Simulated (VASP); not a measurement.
A run of VASP 6.6.1:

The input POSCAR:

```
CsMgBiO3
1.0
    3.1824692970      1.8373995053      4.0041934164
   -3.1824692970      1.8373995053      4.0041934164
    0.0000000000     -3.6747990107      4.0041934164
Bi Cs Mg O
1 1 1 3
Direct
    0.5716558079      0.5716558079      0.5716558079
    0.8936620321      0.8936620321      0.8936620321
    0.3169409491      0.3169409491      0.3169409491
    0.9790321390      0.4942517759      0.4942517759
    0.4942517759      0.4942517759      0.9790321390
    0.4942517759      0.9790321390      0.4942517759
```

The input INCAR.step1:

```
SYSTEM = CsMgBiO3
  PREC = Accurate
  ENCUT = 520
  ISMEAR = -1
  SIGMA = 0.05
  LREAL = .FALSE.
  LASPH = .TRUE.
  NELM = 60
  NBANDS = 31
  GGA = PE
  ALGO = Normal
  EDIFF = 1E-4
  LWAVE = .TRUE.
  LCHARG = .FALSE.
```

The input INCAR.step2:

```
SYSTEM = CsMgBiO3
  PREC = Accurate
  ENCUT = 520
  EDIFF = 1E-6
  ISMEAR = -1
  SIGMA = 0.05
  LREAL = .FALSE.
  LASPH = .TRUE.
  NELM = 60
  ALGO = Normal
  ISIF = 2
  LWAVE = .FALSE.
  LCHARG = .FALSE.
  METAGGA = R2SCAN
  LMIXTAU = .TRUE.
  NBANDS = 31
  ISTART = 1
```

The input KPOINTS:

```
regular mesh
0
G
  6 6 6
  0 0 0
```

Potentials or basis: VASP PAW PBE potentials, release 64 (Bi_d, Cs_sv, Mg, O).

Run with:

```bash
$ cat potpaw_PBE.64/Bi_d/POTCAR potpaw_PBE.64/Cs_sv/POTCAR potpaw_PBE.64/Mg/POTCAR potpaw_PBE.64/O/POTCAR > POTCAR
$ cp INCAR.step1 INCAR
$ mpirun -np 1 vasp_std > vasp.out
$ cp INCAR.step2 INCAR
$ mpirun -np 1 vasp_std > vasp.out
```

Hardware: 1 thread of Intel(R) Xeon(R) Platinum 8559C (Emerald Rapids) (shared host).

**Question.** Estimate the wall time of this run.

**Answer.** Wall time 3.6 min on 1 thread of Intel(R) Xeon(R) Platinum 8559C (Emerald Rapids), on a shared host, peak memory 0.35 GiB. Counts: k points 32.
